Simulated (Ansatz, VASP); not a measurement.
**Two plane-wave programs on Mg**

File INCAR:

```
SYSTEM = Mg
PREC = Accurate
ENCUT = 520
EDIFF = 1E-8
ISMEAR = -1
SIGMA = 0.05
LREAL = .FALSE.
LASPH = .TRUE.
NELM = 80
ALGO = Normal
ISIF = 2
LWAVE = .FALSE.
LCHARG = .FALSE.
GGA = PE
LEFG = .TRUE.
NBANDS = 9
```

KPOINTS

```
regular mesh
0
G
  12 12 7
  0 0 0
```

The input POSCAR:

```
Mg
1.0
    3.1877321484      0.0000000000      0.0000000000
   -1.5938660741      2.7606570210      0.0000000000
    0.0000000000      0.0000000000      5.1753602886
Mg
2
Direct
    0.3333333333      0.6666666667      0.2500000000
    0.6666666667      0.3333333333      0.7500000000
```

Input for Ansatz:

```yaml
crystal:
  lattice:
    - [3.1877321484, 0.0, 0.0]
    - [-1.5938660741, 2.760657021, 0.0]
    - [0.0, 0.0, 5.1753602886]
  atoms:
    - { symbol: Mg, position: [0.3333333333, 0.6666666667, 0.25] }
    - { symbol: Mg, position: [0.6666666667, 0.3333333333, 0.75] }
kpoints:
  mp_grid: { grid: [12, 12, 7] }
scf:
  occupations: { method: fermi_dirac, width: 0.05 }
hamiltonian:
  xc: pbe
  pseudopotentials: { kind: paw }
output:
  forces: true
  stress: true
  eigenvalues: true
  efg: { contact_densities: true }
```

Change from the starting cell: volume scaled by 0.98, PAW files.

Alike in both runs: task electric field gradients; functional PBE; k mesh 12 × 12 × 7; occupations fermi-dirac, width 0.05 eV; no spin polarisation.

|  | VASP | Ansatz |
| --- | --- | --- |
| version | VASP 6.6.1 | Ansatz 0.2.0 |
| potentials or method | VASP PAW PBE potentials, release 64 (Mg) | PAW with Ansatz's default frozen-core files, scalar-relativistic |
| plane-wave cutoff (eV) | 520 | 420 |
| valence electrons in the cell | 4 | 20 |

|  | VASP | Ansatz | Ansatz less VASP |
| --- | --- | --- | --- |
| pressure (GPa) | 0.1 | 0.2 | +0.13 |
| traceless stress, the component that is largest in VASP (GPa) | -0.59 | -0.59 | +0.001 |
| size of Vzz on the site where it differs most (V/Å²) | 1.1 | 1.2 | +0.09 |

VASP's potentials hold 4 valence electrons a cell and Ansatz's 20, so a difference there can come from the potentials and not from the codes.
